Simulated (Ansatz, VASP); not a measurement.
**Two plane-wave programs on PtSe2**

```
CELL_PARAMETERS angstrom
3.72780 0.00000 0.00000
-1.86390 3.22837 0.00000
0.00000 0.00000 5.18224
ATOMIC_POSITIONS crystal
Pt 0.00000 0.00000 0.00000
Se 0.33333 0.66667 0.25374
Se 0.66667 0.33333 0.74626
```

Change from the starting cell: z stretched by +3 %, ions relaxed.

Alike in both runs: functional PBE; k mesh 14 × 14 × 9; occupations fermi-dirac, width 0.05 eV; no spin polarisation.

Ansatz relaxed the structure, and its values are those at the end. VASP's run is a single point on that final structure, the one shown.

```csv
,VASP,Ansatz
version,VASP 6.6.1,Ansatz 0.2.0
potentials or method,"VASP PAW PBE potentials, release 64 (Pt, Se)","plane-wave PAW, scalar-relativistic"
plane-wave cutoff (eV),520,420
valence electrons in the cell,22,50
```

```tsv
	VASP	Ansatz	Ansatz less VASP
pressure (GPa)	3.3	3.3	+0.02
rms of the force components (eV/Å)	0.003	0.005	+0.0020
```

VASP's potentials hold 22 valence electrons a cell and Ansatz's 50, so a difference there can come from the potentials and not from the codes. Ansatz's warnings: stress scf threshold loose.

Spin-orbit coupling is off throughout.
